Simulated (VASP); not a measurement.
# PbS (Immm) in VASP: a series of runs

Runs on PbS. Level: LDA. Tasks: single point.

All numbers are computed with VASP 6.6.1; they aren't measurements. Logs are shortened: lines on timing, memory, paths and dates and some standing lists are left out, and cuts for length are marked.

## 1. The cell of the first run

Symmetry: Immm, No. 71, orthorhombic system. The conventional cell has a = 3.879 Å, b = 4.508 Å, c = 5.930 Å, α = 90.00°, β = 90.00°, γ = 90.00°. Within 3.9 Å of Pb (site symmetry mmm) lie 6 S at 2.96 to 2.97 Å and 2 Pb at 3.88 Å. S (site symmetry mmm) has 6 Pb at 2.96 to 2.97 Å and 2 S at 3.88 Å within 3.9 Å.

## 2. Single point, LDA (strain -0.1500 x Voigt [0, 0, 0, 1, 0, 0])

INCAR

```
  PREC = Accurate
  ENCUT = 520
  EDIFF = 1E-6
  ISMEAR = 0
  SIGMA = 0.03
  LREAL = False
  LASPH = True
  NELM = 80
  ALGO = Normal
  ISIF = 2
  LWAVE = False
  LCHARG = True
  GGA = CA
  LELF = True
  LVHAR = True
  NBANDS = 17
```

KPOINTS

```
Automatic mesh
0
Gamma
  10 10 10
```

POSCAR

```
PbS
1.0
    0.0000000000      2.7426250000      2.7426250000
    2.9650000000     -0.2223750000      2.9650000000
    2.9650000000      2.9650000000     -0.2223750000
Pb S
1 1
Direct
    0.0000000000      0.0000000000      0.0000000000
    0.5000000000      0.5000000000      0.5000000000
```

Potentials or basis: VASP PAW LDA potentials, release 64 (Pb_d, S).

Run with:

```console
$ cat potpaw_LDA.64/Pb_d/POTCAR potpaw_LDA.64/S/POTCAR > POTCAR
$ mpirun -np 1 vasp_std > vasp.out
```

OUTCAR:

```text
PREC = Accurate
   ENCUT = 520
   EDIFF = 1E-6
   ISMEAR = 0
   LREAL = False
   LASPH = True
   NELM = 80
   ISIF = 2
   GGA = CA

 ion  position               nearest neighbor table
   1  0.000  0.000  0.000-   2 2.96   2 2.96   2 2.97   2 2.97   2 2.97   2 2.97
   2  0.500  0.500  0.500-   1 2.96   1 2.96   1 2.97   1 2.97   1 2.97   1 2.97

  LATTYP: Found a body centered orthorhombic cell.
 ALAT       =     3.8786574715
 B/A-ratio  =     1.1621621622
 C/A-ratio  =     1.5288795269

  Lattice vectors:

 A1 = (  -2.9650000000,   0.2223750000,  -2.9650000000)
 A2 = (  -2.9650000000,  -0.2223750000,   2.9650000000)
 A3 = (   2.9650000000,   2.9650000000,  -0.2223750000)

Analysis of symmetry for initial positions (statically):
=====================================================================
 Subroutine PRICEL returns:
 Original cell was already a primitive cell.

 Routine SETGRP: Setting up the symmetry group for a
 body centered orthorhombic supercell.

 Subroutine GETGRP returns: Found  8 space group operations
 (whereof  8 operations were pure point group operations)
 out of a pool of  8 trial point group operations.

The static configuration has the point symmetry D_2h.

Analysis of symmetry for dynamics (positions and initial velocities):
=====================================================================
 Subroutine PRICEL returns:
 Original cell was already a primitive cell.

 Routine SETGRP: Setting up the symmetry group for a
 body centered orthorhombic supercell.

 Subroutine GETGRP returns: Found  8 space group operations
 (whereof  8 operations were pure point group operations)
 out of a pool of  8 trial point group operations.

The dynamic configuration has the point symmetry D_2h.

 Subroutine INISYM returns: Found  8 space group operations
 (whereof  8 operations are pure point group operations),
 and found     1 'primitive' translations

----------------------------------------------------------------------------------------

                                     Primitive cell

  volume of cell :      51.8387

  direct lattice vectors                    reciprocal lattice vectors
     0.000000000  2.742625000  2.742625000    -0.168634064  0.182307096  0.182307096
     2.965000000 -0.222375000  2.965000000     0.168634064 -0.156868897  0.156868897
     2.965000000  2.965000000 -0.222375000     0.168634064  0.156868897 -0.156868897

  length of vectors
     3.878657472  4.199035680  4.199035680     0.308073372  0.278663146  0.278663146

  position of ions in fractional coordinates (direct lattice)
     0.000000000  0.000000000  0.000000000
     0.500000000  0.500000000  0.500000000

  ion indices of the primitive-cell ions
   primitive index   ion index
                 1           1
                 2           2

----------------------------------------------------------------------------------------

 KPOINTS: Automatic mesh

Automatic generation of k-mesh.
 Grid dimensions read from file:
 generate k-points for:   10   10   10

 Generating k-lattice:

  Cartesian coordinates                     Fractional coordinates (reciprocal lattice)
    -0.016863406  0.018230710  0.018230710     0.100000000  0.000000000  0.000000000
     0.016863406 -0.015686890  0.015686890     0.000000000  0.100000000  0.000000000
     0.016863406  0.015686890 -0.015686890     0.000000000  0.000000000  0.100000000

  Length of vectors
     0.030807337  0.027866315  0.027866315

  Shift w.r.t. Gamma in fractional coordinates (k-lattice)
     0.000000000  0.000000000  0.000000000

 Subroutine IBZKPT returns following result:
 ===========================================

 Found    171 irreducible k-points:

 Following reciprocal coordinates:
            Coordinates               Weight
  0.000000  0.000000  0.000000      1.000000
  0.100000  0.000000  0.000000      4.000000
  0.200000  0.000000  0.000000      4.000000
  0.300000 -0.000000 -0.000000      4.000000
  0.400000 -0.000000 -0.000000      4.000000
  0.500000  0.000000  0.000000      2.000000
[... 16 lines left out ...]
 -0.400000  0.200000  0.000000      8.000000
 -0.300000  0.200000  0.000000      8.000000
 [... further k-points ...]
   k-points           NKPTS =    171   k-points in BZ     NKDIM =    171   number of bands    NBANDS=     17
   number of dos      NEDOS =    301   number of ions     NIONS =      2
   total plane-waves  NPLWV =  30720
   dimension x,y,z NGX =    30 NGY =   32 NGZ =   32
   dimension x,y,z NGXF=    60 NGYF=   64 NGZF=   64
   ions per type =               1   1
   NGX,Y,Z   is equivalent  to a cutoff of  12.86, 12.67, 12.67 a.u.
   NGXF,Y,Z  is equivalent  to a cutoff of  25.72, 25.34, 25.34 a.u.
 SYSTEM =  unknown system
   PREC   = accura    normal or accurate (medium, high low for compatibility)
   ISTART =      0    job   : 0-new  1-cont  2-samecut
   ICHARG =      2    charge: 1-file 2-atom 10-const
   ISPIN  =      1    spin polarized calculation?
   LNONCOLLINEAR =      F non collinear calculations
   LSORBIT =      F    spin-orbit coupling
   LASPH  =      T    aspherical Exc in radial PAW
   ENCUT  =  520.0 eV  38.22 Ry    6.18 a.u.   7.21  7.81  7.81*2*pi/ulx,y,z
   NELM   =     80;   NELMIN=  2; NELMDL= -5     # of ELM steps
   EDIFF  = 0.1E-05   stopping-criterion for ELM
   LREAL  =      F    real-space projection
   EDIFFG = 0.1E-04   stopping-criterion for IOM
   NSW    =      0    number of steps for IOM
   IBRION =     -1    ionic relax: 0-MD 1-quasi-New 2-CG
   NFREE  =      0    steps in history (QN), initial steepest desc. (CG)
   ISIF   =      2    stress and relaxation
   ISYM   =      2    0-nonsym 1-usesym 2-fastsym
   POTIM  = 0.5000    time-step for ionic-motion
   TEBEG  =    0.0;   TEEND  =   0.0 temperature during run
   PSTRESS=    0.0 pullay stress
   NELECT =      20.0000    total number of electrons
   NUPDOWN=      -1.0000    fix difference up-down
   EMIN   =  10.00;   EMAX   =-10.00  energy-range for DOS
   EFERMI =   0.00;   METHOD = LEGACY
   ISMEAR =     0;   SIGMA  =   0.03  broadening in eV -4-tet -1-fermi 0-gaus
   EFERMI_NEDOS =   21; number of points for ismear=-14 and -15
   IALGO  =     38    algorithm
   IMIX   =      4    mixing-type and parameters
     AMIX     =   0.40;   BMIX     =  1.00
     AMIX_MAG =   1.60;   BMIX_MAG =  1.00
  volume/ion in A,a.u.               =      25.92       174.91
  Fermi-wavevector in a.u.,A,eV,Ry     =   1.191791  2.252158 19.325247  1.420366
  Thomas-Fermi vector in A             =   2.327844
   LORBIT       =      0    0 simple, 1 ext, 2 COOP (PROOUT), +10 PAW based schemes
   GGA     = CA    functional components
   LHFCALC =     F    Hartree Fock is set to
   AEXX    =    0.0000 exact exchange contribution
   IVDW    =     0    specifies the selected vdW correction
   LEPSILON=     F    determine dielectric tensor
   LRPA    =     F    only Hartree local field effects (RPA)
 non-spin polarized calculation
 Gauss-broadening in eV      SIGMA  =   0.03
  energy-cutoff  :      520.00
  volume of cell :       51.84
 maximum number of plane-waves:      1422
 NGX is ok and might be reduce to    30
   NGX = 15   NGY = 15   NGZ = 15

 number of electron      20.0000001 magnetization

 Free energy of the ion-electron system (eV)
  ---------------------------------------------------
  ext. energy  EPLUGINS =         0.00000000
  ---------------------------------------------------
  free energy    TOTEN  =        -9.91086570 eV

  energy without entropy =       -9.91086570  energy(sigma->0) =       -9.91086570

 E-fermi :   5.5862     XC(G=0): -10.0690

 val. band max:        5.4885042091   @ k =   0.0000  -0.4000   0.1000
 cond. band min:       5.6838187856   @ k =   0.5000   0.1000   0.1000
 fundamental gap:      0.1953145765
 Fermi energy:         5.5861614035

 k-point     1 :       0.0000    0.0000    0.0000
  band No.  band energies     occupation
      1     -11.2057      2.00000
      2     -11.1532      2.00000
      3     -11.1452      2.00000
      4     -11.1394      2.00000
      5     -11.1125      2.00000
      6      -7.9105      2.00000
[... 9 lines left out ...]
     16      13.4200      0.00000
     17      14.4381      0.00000

 k-point     2 :       0.1000    0.0000    0.0000
  band No.  band energies     occupation
      1     -11.1972      2.00000
      2     -11.1540      2.00000
      3     -11.1458      2.00000
      4     -11.1391      2.00000
      5     -11.1151      2.00000
      6      -7.8131      2.00000
[... 9 lines left out ...]
     16      13.0390      0.00000
     17      15.2676      0.00000

 k-point     3 :       0.2000    0.0000    0.0000
  band No.  band energies     occupation
      1     -11.1779      2.00000
      2     -11.1590      2.00000
      3     -11.1538      2.00000
      4     -11.1263      2.00000
      5     -11.1212      2.00000
      6      -7.5337      2.00000
[... 9 lines left out ...]
     16      13.7855      0.00000
     17      16.7233      0.00000

 k-point     4 :       0.3000   -0.0000   -0.0000
  band No.  band energies     occupation
      1     -11.1756      2.00000
      2     -11.1716      2.00000
      3     -11.1409      2.00000
      4     -11.1240      2.00000
      5     -11.1101      2.00000
      6      -7.1205      2.00000
[... 9 lines left out ...]
     16      14.9001      0.00000
     17      18.1428      0.00000
[... 343 lines left out ...]
      1     -11.2227      2.00000
      2     -11.1698      2.00000
      3     -11.1397      2.00000
      4     -11.1017      2.00000
      5     -11.0943      2.00000
      6      -6.3844      2.00000
[... 9 lines left out ...]
     16      16.0182      0.00000
     17      18.2629      0.00000

 k-point    23 :      -0.4000    0.2000    0.0000
  band No.  band energies     occupation
      1     -11.2132      2.00000
      2     -11.1659      2.00000
      3     -11.1442      2.00000
      4     -11.1066      2.00000
      5     -11.0970      2.00000
      6      -6.3523      2.00000
[... 9 lines left out ...]
     16      16.0170      0.00000
     17      17.7297      0.00000

 k-point    24 :      -0.3000    0.2000    0.0000
  band No.  band energies     occupation
      1     -11.1940      2.00000
      2     -11.1673      2.00000
      3     -11.1455      2.00000
      4     -11.1206      2.00000
      5     -11.1023      2.00000
      6      -6.6381      2.00000
[... 9 lines left out ...]
     16      15.5814      0.00000
     17      16.9373      0.00000

 [... further k-points ...]
[... 5 lines left out ...]
  --------------------------------------------------------------------------------------
  -------------------------------------------------------------------------------------
  Total       -0.9685839     -0.7874184     -0.7874184      0.0000000      1.0192323      0.0000000
  in kB      -29.9359829    -24.3367102    -24.3367102      0.0000000     31.5013734      0.0000000
  external PRESSURE =     -26.2031345 kB  Pullay stress =       0.0000000 kB

 VOLUME and BASIS-vectors are now :
 -----------------------------------------------------------------------------
  energy-cutoff  :      520.00
  volume of cell :       51.84
      direct lattice vectors                 reciprocal lattice vectors
     0.000000000  2.742625000  2.742625000    -0.168634064  0.182307096  0.182307096
     2.965000000 -0.222375000  2.965000000     0.168634064 -0.156868897  0.156868897
     2.965000000  2.965000000 -0.222375000     0.168634064  0.156868897 -0.156868897

 POSITION                                       TOTAL-FORCE (eV/Angst)
 -----------------------------------------------------------------------------------
      0.00000      0.00000      0.00000        -0.000000      0.000000     -0.000000
      2.96500      2.74262      2.74263         0.000000     -0.000000      0.000000
 -----------------------------------------------------------------------------------
    total drift:                               -0.000000      0.000000      0.000000

  FREE ENERGIE OF THE ION-ELECTRON SYSTEM (eV)
  ---------------------------------------------------
  free  energy   TOTEN  =        -9.9108656985 eV

  energy  without entropy=       -9.9108656951  energy(sigma->0) =       -9.91086570
```

Wall time 2.5 min (1 thread of Intel Xeon Platinum 8259CL at 2.50GHz (Skylake/Cascade Lake), shared host); peak memory 0.26 GiB.

Results:

- Free energy: -9.9109 eV
- Pressure: -2.6 GPa
- Band gap on the k mesh: zero (band 10 reaches 5.90 eV, above the bottom of band 11 at 5.37 eV)

Caveat: the cell differs from its parent crystal (strain -0.1500 x Voigt [0, 0, 0, 1, 0, 0]); spin-orbit coupling is left out, which moves the levels of the heavy elements.

[end of part 1 of 2]
